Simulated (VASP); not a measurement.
# SnO2 (P4_2/mnm) in VASP: notebook

The runs below take SnO2 through single point, relaxation of cell and atoms, with PBEsol+D3(BJ), PBEsol+D4, PBEsol.

Program: VASP 6.6.1. These are calculated values, not measurements. Logs are shortened: lines on timing, memory, paths and dates and some standing lists are left out, and cuts for length are marked.

### 1 The cell of the first run

Symmetry: P4_2/mnm, No. 136, tetragonal system. The conventional cell has a = 4.744 Å, b = 4.744 Å, c = 3.204 Å, α = 90.00°, β = 90.00°, γ = 90.00°. Sn (site symmetry mmm) has 6 O at 2.05 to 2.06 Å within 2.7 Å. Within 2.7 Å of O (site symmetry m2m) lie 3 Sn at 2.05 to 2.06 Å and 1 O at 2.60 Å.

### 2 Single point, PBEsol+D3(BJ)

Contents of INCAR:

```
PREC     = Accurate       # precision mode
ENCUT    = 520            # plane-wave cutoff, eV
EDIFF    = 1E-7           # SCF threshold, eV
ISMEAR   = -1             # smearing method
SIGMA    = 0.05           # smearing width, eV
LREAL    = F              # projectors in reciprocal space
LASPH    = T              # aspherical terms in the spheres
NELM     = 60             # most SCF steps
ALGO     = Normal         # electronic algorithm
ISIF     = 2              # what is computed and relaxed
LWAVE    = F              # write WAVECAR
LCHARG   = F              # write CHGCAR
GGA      = PS             # functional
IVDW     = 12             # dispersion correction
NBANDS   = 35             # bands
```

Contents of KPOINTS:

```
Automatic mesh
0
Gamma
  6 6 8
```

Contents of POSCAR:

```
SnO2
1.0
    4.7437576359      0.0000000000      0.0000000000
    0.0000000000      4.7437576359      0.0000000000
    0.0000000000      0.0000000000      3.2036623731
Sn O
2 4
Direct
    0.5000000000      0.5000000000      0.5000000000
    0.0000000000      0.0000000000      0.0000000000
    0.8060505237      0.1939494763      0.5000000000
    0.6939494763      0.6939494763      0.0000000000
    0.1939494763      0.8060505237      0.5000000000
    0.3060505237      0.3060505237      0.0000000000
```

Potentials or basis: VASP PAW PBE potentials, release 64 (Sn_d, O).

The run is started by

```console
> cat potpaw_PBE.64/Sn_d/POTCAR potpaw_PBE.64/O/POTCAR > POTCAR
> mpirun -np 1 vasp_std > vasp.out
```

OUTCAR:

```text
PREC = Accurate
   ENCUT = 520
   EDIFF = 1E-7
   ISMEAR = -1
   LREAL = F
   LASPH = T
   NELM = 60
   ISIF = 2
   GGA = PS
   IVDW = 12
 IVDW          = 12

 ion  position               nearest neighbor table
   1  0.500  0.500  0.500-   3 2.05   5 2.05   4 2.06   6 2.06   4 2.06   6 2.06   2 3.72   2 3.72
                             2 3.72   2 3.72   2 3.72   2 3.72   2 3.72   2 3.72
   2  0.000  0.000  0.000-   4 2.05   6 2.05   5 2.06   3 2.06   3 2.06   5 2.06   1 3.72   1 3.72
                             1 3.72   1 3.72   1 3.72   1 3.72   1 3.72   1 3.72
   3  0.806  0.194  0.500-   1 2.05   2 2.06   2 2.06
   4  0.694  0.694  0.000-   2 2.05   1 2.06   1 2.06
   5  0.194  0.806  0.500-   1 2.05   2 2.06   2 2.06
   6  0.306  0.306  0.000-   2 2.05   1 2.06   1 2.06

  LATTYP: Found a simple tetragonal cell.
 ALAT       =     4.7437576359
 C/A-ratio  =     0.6753427597

  Lattice vectors:

 A1 = (   4.7437576359,   0.0000000000,   0.0000000000)
 A2 = (   0.0000000000,   4.7437576359,   0.0000000000)
 A3 = (   0.0000000000,   0.0000000000,   3.2036623731)

Analysis of symmetry for initial positions (statically):
=====================================================================
 Subroutine PRICEL returns:
 Original cell was already a primitive cell.

 Routine SETGRP: Setting up the symmetry group for a
 simple tetragonal supercell.

 Subroutine GETGRP returns: Found 16 space group operations
 (whereof  8 operations were pure point group operations)
 out of a pool of 16 trial point group operations.

The static configuration has the point symmetry D_2h.
 The point group associated with its full space group is D_4h.

Analysis of symmetry for dynamics (positions and initial velocities):
=====================================================================
 Subroutine PRICEL returns:
 Original cell was already a primitive cell.

 Routine SETGRP: Setting up the symmetry group for a
 simple tetragonal supercell.

 Subroutine GETGRP returns: Found 16 space group operations
 (whereof  8 operations were pure point group operations)
 out of a pool of 16 trial point group operations.

The dynamic configuration has the point symmetry D_2h.
 The point group associated with its full space group is D_4h.

 Subroutine INISYM returns: Found 16 space group operations
 (whereof  8 operations are pure point group operations),
[... 103 lines left out ...]
   NELM   =     60;   NELMIN=  2; NELMDL= -5     # of ELM steps
   EDIFF  = 0.1E-06   stopping-criterion for ELM
   LREAL  =      F    real-space projection
   EDIFFG = 0.1E-05   stopping-criterion for IOM
   NSW    =      0    number of steps for IOM
   IBRION =     -1    ionic relax: 0-MD 1-quasi-New 2-CG
   NFREE  =      0    steps in history (QN), initial steepest desc. (CG)
   ISIF   =      2    stress and relaxation
   ISYM   =      2    0-nonsym 1-usesym 2-fastsym
   POTIM  = 0.5000    time-step for ionic-motion
   TEBEG  =    0.0;   TEEND  =   0.0 temperature during run
   PSTRESS=    0.0 pullay stress
   NELECT =      52.0000    total number of electrons
   NUPDOWN=      -1.0000    fix difference up-down
   EMIN   =  10.00;   EMAX   =-10.00  energy-range for DOS
   EFERMI =   0.00;   METHOD = LEGACY
   ISMEAR =    -1;   SIGMA  =   0.05  broadening in eV -4-tet -1-fermi 0-gaus
   EFERMI_NEDOS =   21; number of points for ismear=-14 and -15
   IALGO  =     38    algorithm
   IMIX   =      4    mixing-type and parameters
     AMIX     =   0.40;   BMIX     =  1.00
     AMIX_MAG =   1.60;   BMIX_MAG =  1.00
  volume/ion in A,a.u.               =      12.02        81.08
  Fermi-wavevector in a.u.,A,eV,Ry     =   1.468178  2.774454 29.327991  2.155547
  Thomas-Fermi vector in A             =   2.583707
   LORBIT       =      0    0 simple, 1 ext, 2 COOP (PROOUT), +10 PAW based schemes
   GGA     = PS    functional components
   LHFCALC =     F    Hartree Fock is set to
   AEXX    =    0.0000 exact exchange contribution
   IVDW    =    12    specifies the selected vdW correction
   LEPSILON=     F    determine dielectric tensor
   LRPA    =     F    only Hartree local field effects (RPA)
 non-spin polarized calculation
  energy-cutoff  :      520.00
  volume of cell :       72.09
 maximum number of plane-waves:      1992
 NGX is ok and might be reduce to    36
   NGX = 17   NGY = 17   NGZ = 11

 number of electron      51.9999998 magnetization

 Free energy of the ion-electron system (eV)
  ---------------------------------------------------
  ext. energy  EPLUGINS =         0.00000000
  ---------------------------------------------------
  free energy    TOTEN  =       -39.65710849 eV

  energy without entropy =      -39.65710821  energy(sigma->0) =      -39.65710835

 E-fermi :   6.4675     XC(G=0): -11.4977

 val. band max:        5.9312590467   @ k =   0.0000   0.0000   0.0000
 cond. band min:       6.9823100965   @ k =   0.0000   0.0000   0.0000
 fundamental gap:      1.0510510498
 Fermi energy:         6.4674759085

 k-point     1 :       0.0000    0.0000    0.0000
  band No.  band energies     occupation
      1     -15.0937      2.00000
      2     -14.3078      2.00000
      3     -14.0508      2.00000
      4     -14.0255      2.00000
      5     -14.0255      2.00000
      6     -13.9629      2.00000
[... 901 lines left out ...]
     34      18.1480      0.00000
     35      18.3192      0.00000

 [... further k-points ...]

------------------------ aborting loop because EDIFF is reached ----------------------------------------

 Edisp (eV)   -1.15037

 E8    (eV) :    -0.7257

  FORCE on cell =-STRESS in cart. coord.  units (eV):
  Direction    XX          YY          ZZ          XY          YZ          ZX
  --------------------------------------------------------------------------------------
  -------------------------------------------------------------------------------------
  Total       0.25904     0.25904     0.40211     0.00000     0.00000     0.00000
  in kB       5.75679     5.75679     8.93649     0.00000     0.00000     0.00000
  external pressure =        6.82 kB  Pullay stress =        0.00 kB

 VOLUME and BASIS-vectors are now :
 -----------------------------------------------------------------------------
  energy-cutoff  :      520.00
  volume of cell :       72.09
      direct lattice vectors                 reciprocal lattice vectors
     4.743757636  0.000000000  0.000000000     0.210803350  0.000000000  0.000000000
     0.000000000  4.743757636  0.000000000     0.000000000  0.210803350  0.000000000
     0.000000000  0.000000000  3.203662373     0.000000000  0.000000000  0.312142755

 POSITION                                       TOTAL-FORCE (eV/Angst)
 -----------------------------------------------------------------------------------
      2.37188      2.37188      1.60183         0.000000      0.000000      0.000000
      0.00000      0.00000      0.00000         0.000000      0.000000      0.000000
      3.82371      0.92005      1.60183        -0.010417      0.010417      0.000000
      3.29193      3.29193      0.00000         0.010417      0.010417      0.000000
      0.92005      3.82371      1.60183         0.010417     -0.010417      0.000000
      1.45183      1.45183      0.00000        -0.010417     -0.010417     -0.000000
 -----------------------------------------------------------------------------------
    total drift:                               -0.000000      0.000000      0.000000

  FREE ENERGIE OF THE ION-ELECTRON SYSTEM (eV)
  ---------------------------------------------------
  free  energy   TOTEN  =       -40.8074815746 eV

  energy  without entropy=      -40.8074812909  energy(sigma->0) =      -40.80748143
```

Wall time 66 s (1 thread of AMD EPYC 9R45 (Zen 5), shared host); peak memory 0.21 GiB.

Results:

| Quantity | Value |
| --- | --- |
| Free energy | -40.8075 eV |
| Pressure | 0.7 GPa |
| Largest force | 0.015 eV/Å |
| Band gap on the k mesh | 1.05 eV |
| Dispersion energy per atom | -0.192 eV |

Forces in eV/Å, atoms in the order of the input:
```
Sn   0.000  0.000  0.000
Sn   0.000  0.000  0.000
O   -0.010  0.010  0.000
O    0.010  0.010  0.000
O    0.010 -0.010  0.000
O   -0.010 -0.010  0.000
```

Caveat: the PAW data sets were made with another functional, which shifts forces and pressure a little; spin-orbit coupling is left out, which moves the levels of the heavy elements.

### 3 Single point, PBEsol+D3(BJ)

Contents of INCAR:

```
SYSTEM = SnO2
ALGO = Normal
EDIFF = 1E-6
ENCUT = 520
GGA = PS
ISIF = 2
ISMEAR = -1
IVDW = 12
LASPH = .TRUE.
LCHARG = .FALSE.
LREAL = .FALSE.
LWAVE = .FALSE.
NBANDS = 35
NELM = 80
PREC = Accurate
SIGMA = 0.05
```

Contents of KPOINTS:

```
k-points
0
G
  6 6 8
  0 0 0
```

Contents of POSCAR:

```
SnO2
1.0
    4.7473129340      0.0000000000      0.0000000000
    0.0000000000      4.7473129340      0.0000000000
    0.0000000000      0.0000000000      3.2046992942
Sn O
2 4
Direct
    0.5000000000      0.5000000000      0.5000000000
    0.0000000000      0.0000000000      0.0000000000
    0.8060800405      0.1939199595      0.5000000000
    0.6939199595      0.6939199595      0.0000000000
    0.1939199595      0.8060800405      0.5000000000
    0.3060800405      0.3060800405      0.0000000000
```

Potentials or basis: VASP PAW PBE potentials, release 64 (Sn_d, O).

The run is started by

```console
> cat potpaw_PBE.64/Sn_d/POTCAR potpaw_PBE.64/O/POTCAR > POTCAR
> mpirun -np 1 vasp_std > vasp.out
```

Run time: 52 s. Hardware: 1 thread of AMD EPYC 9R45 (Zen 5), shared host; peak memory 0.21 GiB.

It converged, with:

- Free energy: -40.8081 eV
- Pressure: 0.3 GPa
- Largest force: 0.015 eV/Å
- Band gap on the k mesh: 1.03 eV
- Dispersion energy per atom: -0.191 eV

Forces in eV/Å, atoms in the order of the input:
```
Sn   0.000  0.000  0.000
Sn   0.000  0.000  0.000
O   -0.011  0.011  0.000
O    0.011  0.011  0.000
O    0.011 -0.011  0.000
O   -0.011 -0.011  0.000
```

Stress tensor (GPa, compression positive):
```
0.19 0.00 0.00
0.00 0.19 0.00
0.00 0.00 0.51
```

Levels at points of the mesh, in eV from the valence-band top:
```tsv
k point	band 23	band 24	band 25	band 26	band 27	band 28	band 29	band 30
(0.00, 0.00, 0.00)	-1.27	-0.79	-0.79	0.00	1.03	5.94	6.08	6.08
(0.50, 0.00, 0.00)	-1.22	-1.22	-0.64	-0.64	4.25	4.25	6.85	6.85
(0.50, 0.50, 0.00)	-1.35	-1.35	-0.90	-0.90	4.65	4.65	7.30	7.30
(0.00, 0.00, 0.50)	-1.68	-1.68	-1.26	-1.26	6.00	6.00	9.52	9.52
(0.50, 0.00, 0.50)	-1.10	-1.10	-0.72	-0.72	6.28	6.28	7.83	7.83
(0.50, 0.50, 0.50)	-0.97	-0.97	-0.83	-0.83	4.65	4.65	8.67	8.67
```

Caveat: three body term missing; the PAW data sets were made with another functional, which shifts forces and pressure a little; spin-orbit coupling is left out, which moves the levels of the heavy elements.

(Continued in part 2 of 2.)
